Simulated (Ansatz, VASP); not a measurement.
## One calculation of Ti, two programs

The input INCAR:

```
  ALGO = Normal
  EDIFF = 1E-7
  EDIFFG = -0.005
  ENCUT = 600
  IBRION = 2
  ISIF = 3
  ISMEAR = 0
  LASPH = T
  LCHARG = F
  LREAL = F
  LWAVE = F
  NELM = 80
  NSW = 100
  PREC = Accurate
  SIGMA = 0.1
```

File KPOINTS:

```
k-points
0
Gamma
  18 18 18
```

The input POSCAR:

```
Ti
1.0
    0.0000000000      2.0300000000      2.0300000000
    2.0300000000      0.0000000000      2.0300000000
    2.0300000000      2.0300000000      0.0000000000
Ti
1
Direct
    0.0000000000      0.0000000000      0.0000000000
```

Input for Ansatz:

```yaml
crystal:
  lattice:
    - [0.0, 2.03, 2.03]
    - [2.03, 0.0, 2.03]
    - [2.03, 2.03, 0.0]
  atoms:
    - { symbol: Ti, position: [0.0, 0.0, 0.0] }
basis:
  ecutwfc: 420
kpoints:
  mp_grid: { grid: [18, 18, 18] }
hamiltonian:
  xc: lda
scf:
  occupations: { method: gaussian, width: 0.1 }
output:
  forces: true
  stress: true
  eigenvalues: true
relax:
  adjacent_minimum: "off"
  f_tol: 0.005
  max_steps: 80
  cell: { stress_tol: 0.05 }
```

Alike in both runs: task relaxation of cell and atoms; functional LDA; k mesh 18 × 18 × 18; occupations gaussian, width 0.1 eV; no spin polarisation.

|  | VASP | Ansatz |
| --- | --- | --- |
| version | VASP 6.6.1 | Ansatz 0.2.0 |
| potentials or method | VASP PAW LDA potentials, release 64 (Ti_sv), cutoff 600 eV | scalar-relativistic, plane waves, PAW |
| valence electrons in the cell | 12 | 12 |

Ansatz gave:

* gap on the k mesh at the Fermi level, each at its own relaxed structure (eV): none
* relaxed volume (Å³/atom): 16.02
* relaxed cell length with the largest relative difference (Å): 2.829

Task: What did VASP give for the same quantities?

Result: gap on the k mesh at the Fermi level, each at its own relaxed structure (eV): none; relaxed volume (Å³/atom): 15.99; relaxed cell length with the largest relative difference (Å): 2.828.

LDA's correlation is that of Perdew and Zunger in VASP and of Perdew and Wang (1992) in Ansatz. A gap of «none» marks a metal or a gap that the smearing closes.
